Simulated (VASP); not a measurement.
Input of a VASP 6.6.1 run:

The input INCAR:

```
SYSTEM = CdS
PREC = Accurate
ENCUT = 500
EDIFF = 1E-6
ISMEAR = 1
SIGMA = 0.001
LREAL = .False.
LASPH = .True.
NELM = 120
ALGO = Normal
ISIF = 2
LWAVE = .False.
LCHARG = .False.
GGA = PE
NBANDS = 16
GGA_COMPAT = .False.
```

File KPOINTS:

```
Automatic mesh
0
Gamma
  6 6 6
  0 0 0
```

POSCAR

```
CdS
1.0
    3.3869086123      0.0000000000      0.0000000000
    0.0000000000      3.3869086123      0.0000000000
    0.0000000000      0.0000000000      3.3869086123
Cd S
1 1
Direct
    0.0000000000      0.0000000000      0.0000000000
    0.5000000000      0.5000000000      0.5000000000
```

Potentials or basis: VASP PAW PBE potentials, release 64 (Cd, S).

Command:

```console
$ cat potpaw_PBE.64/Cd/POTCAR potpaw_PBE.64/S/POTCAR > POTCAR
$ mpirun -np 1 vasp_std > vasp.out
```

(1) Estimate the band gap on the k mesh.

(2) Predict the pressure.

## Answers

(1) zero (band 9 reaches 4.10 eV, above the bottom of band 10 at 3.07 eV).

(2) 2.1 GPa.
